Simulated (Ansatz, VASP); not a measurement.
**One calculation of SiNi, two programs**

```
Si Ni
1.0
     3.00600    0.00000    0.00000
     0.00000    3.20575    0.00000
     0.00000    0.00000    4.86509
Si Ni
2 2
Direct
  0.50000 0.50000 0.84318
  0.00000 0.00000 0.15682
  0.50000 0.50000 0.34231
  0.00000 0.00000 0.65769
```

Alike in both runs: task single point; functional PBE; k mesh 18 × 16 × 12; occupations gaussian, width 0.15 eV; no spin polarisation.

|  | VASP | Ansatz |
| --- | --- | --- |
| version | VASP 6.6.1 | Ansatz 0.2.0 |
| potentials or method | VASP PAW PBE potentials, release 64 (Si, Ni), cutoff 520 eV | scalar-relativistic, plane waves, PAW |
| valence electrons in the cell | 28 | 44 |

VASP gave:

| Item | Value |
| --- | --- |
| gap on the k mesh at the Fermi level (eV) | none |
| pressure (GPa) | -1.1 |
| traceless stress, the component that is largest in VASP (GPa) | -6.30 |
| rms of the force components (eV/Å) | 0.066 |

**Question.** Estimate Ansatz's values.

**Answer.** gap on the k mesh at the Fermi level (eV): none; pressure (GPa): -1.2; traceless stress, the component that is largest in VASP (GPa): -6.45; rms of the force components (eV/Å): 0.072.

Atom by atom the forces differ by 0.006 eV/Å (rms over components). A gap of «none» marks a metal or a gap that the smearing closes. The functional is the same, so the differences come from potentials, cutoffs and numerics. VASP's potentials hold 28 valence electrons a cell and Ansatz's 44, so a difference there can come from the potentials and not from the codes.
